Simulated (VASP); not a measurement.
## SrO: single point with PBE+D3(BJ)

SrO:

```xyz
2
Lattice="0.0000 2.5773 2.5773 2.5773 0.0000 2.5773 2.5773 2.5773 0.0000" Properties=species:S:1:pos:R:3 pbc="T T T"
Sr    2.5773    2.5773    2.5773
O     0.0000    0.0000    0.0000
```

```yaml
Program: VASP 6.6.1
Task: single point
Functional: PBE
Dispersion: D3(BJ)
Potentials_or_basis: VASP PAW PBE potentials, release 64 (Sr_sv, O)
Cutoff: 520 eV
k_mesh: 8 × 8 × 8
Occupations: gaussian, width 0.05 eV
Spin: no spin polarisation
```

```json
{
  "Pressure": "0.3 GPa",
  "Band gap on the k mesh": "3.27 eV, indirect (least direct gap 3.36 eV)",
  "Dispersion energy per atom": "-0.244 eV"
}
```

Levels at points of the mesh, in eV from the valence-band top:
| k point | band 4 | band 5 | band 6 | band 7 | band 8 | band 9 | band 10 | band 11 | band 12 | band 13 |
| --- | --- | --- | --- | --- | --- | --- | --- | --- | --- | --- |
| (0.00, 0.00, 0.00) | -14.06 | -14.06 | 0.00 | 0.00 | 0.00 | 3.93 | 6.19 | 6.19 | 6.19 | 8.35 |
| (0.50, 0.00, 0.00) | -14.14 | -12.88 | -2.16 | -1.12 | -1.12 | 6.52 | 8.40 | 8.80 | 8.80 | 11.84 |
| (0.50, 0.50, 0.00) | -14.42 | -14.42 | -0.45 | -0.09 | -0.09 | 3.27 | 7.75 | 10.13 | 10.32 | 11.03 |

It took 18 s on 1 thread of AMD EPYC 7R43 64-Core Processor (Zen 3), with other jobs on the host, peak memory 0.14 GiB.

Caveat: three body term missing. As with any semilocal functional, this PBE gap is likely too small.
